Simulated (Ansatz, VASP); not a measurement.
## Sc2SiF2: VASP beside Ansatz

```
CELL_PARAMETERS angstrom
4.28261 0.00000 0.00000
-2.14131 3.70885 0.00000
0.00000 0.00000 5.62526
ATOMIC_POSITIONS crystal
Sc 0.00000 0.00000 0.77590
Sc 0.00000 0.00000 0.22410
Si 0.33333 0.66667 0.00000
F 0.66667 0.33333 0.50000
F 0.33333 0.66667 0.50000
```

Alike in both runs: task single point; functional PBE; k mesh 6 × 6 × 4; occupations gaussian, width 0.1 eV; no spin polarisation.

|  | VASP | Ansatz |
| --- | --- | --- |
| version | VASP 6.6.1 | Ansatz 0.2.0 |
| potentials or method | VASP PAW PBE potentials, release 64 (Sc_sv, Si, F), cutoff 600 eV | scalar-relativistic, plane waves, PAW |
| valence electrons in the cell | 40 | 40 |

```csv
,VASP,Ansatz,Ansatz less VASP
gap on the k mesh at the Fermi level (eV),none,none,-
pressure (GPa),-4.2,-4.2,+0.03
"traceless stress, the component that is largest in VASP (GPa)",11.11,11.05,-0.066
rms of the force components (eV/Å),1.389,1.374,-0.0152
```

Atom by atom the forces differ by 0.015 eV/Å (rms over components). A gap of «none» marks a metal or a gap that the smearing closes.
